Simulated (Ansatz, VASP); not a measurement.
# One calculation of InAs, two programs

```
In As
1.0
     0.00000    3.04358    3.04358
     3.04358    0.00000    3.04358
     3.04358    3.04358    0.00000
In As
1 1
Direct
  0.00000 0.00000 0.00000
  0.25000 0.25000 0.25000
```

Alike in both runs: functional PBEsol; k mesh 12 × 12 × 12; occupations gaussian, width 0.1 eV; no spin polarisation.

Ansatz relaxed the structure, and its values are those at the end. VASP's run is a single point on that final structure, the one shown.

|  | VASP | Ansatz |
| --- | --- | --- |
| version | VASP 6.6.1 | Ansatz 0.2.0 |
| potentials or method | VASP PAW PBE potentials, release 64 (In_d, As), cutoff 500 eV | scalar-relativistic, plane waves, PAW |
| valence electrons in the cell | 18 | 28 |

|  | VASP | Ansatz | Ansatz less VASP |
| --- | --- | --- | --- |
| gap on the k mesh at the Fermi level (eV) | none | none | - |
| pressure (GPa) | 0.1 | 0.0 | -0.09 |

VASP's potentials were made for PBE, not for PBEsol. A gap of «none» marks a metal or a gap that the smearing closes. VASP's potentials hold 18 valence electrons a cell and Ansatz's 28, so a difference there can come from the potentials and not from the codes.
